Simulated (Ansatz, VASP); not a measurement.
**One calculation of GaN, two programs**

```
Ga N
1.0
     3.21684    0.00000    0.00000
    -1.60842    2.78587    0.00000
     0.00000    0.00000   15.74751
Ga N
6 6
Cartesian
  0.0000 0.0000 2.9531
  0.0000 0.0000 10.8269
  0.0000 1.8572 8.1999
  1.6084 0.9286 0.3262
  0.0000 1.8572 13.4481
  1.6084 0.9286 5.5744
  0.0000 0.0000 4.9234
  0.0000 0.0000 12.7972
  0.0000 1.8572 15.4201
  1.6084 0.9286 7.5464
  0.0000 1.8572 10.1716
  1.6084 0.9286 2.2978
```

Alike in both runs: functional PBE; k mesh 12 × 12 × 2; no spin polarisation.

Ansatz relaxed the structure, and its values are those at the end. VASP's run is a single point on that final structure, the one shown.

|  | VASP | Ansatz |
| --- | --- | --- |
| version | VASP 6.6.1 | Ansatz 0.2.0 |
| potentials or method | VASP PAW PBE potentials, release 64 (Ga_d, N), cutoff 520 eV | scalar-relativistic, plane waves, PAW |
| occupations | gaussian, width 0.01 eV | fixed |
| valence electrons in the cell | 108 | 108 |

|  | VASP | Ansatz | Ansatz less VASP |
| --- | --- | --- | --- |
| gap on the k mesh at the Fermi level (eV) | 1.60 | 1.59 | -0.006 |
| least direct gap on the mesh (eV) | 1.60 | 1.59 | -0.006 |
| pressure (GPa) | 0.1 | 0.0 | -0.10 |
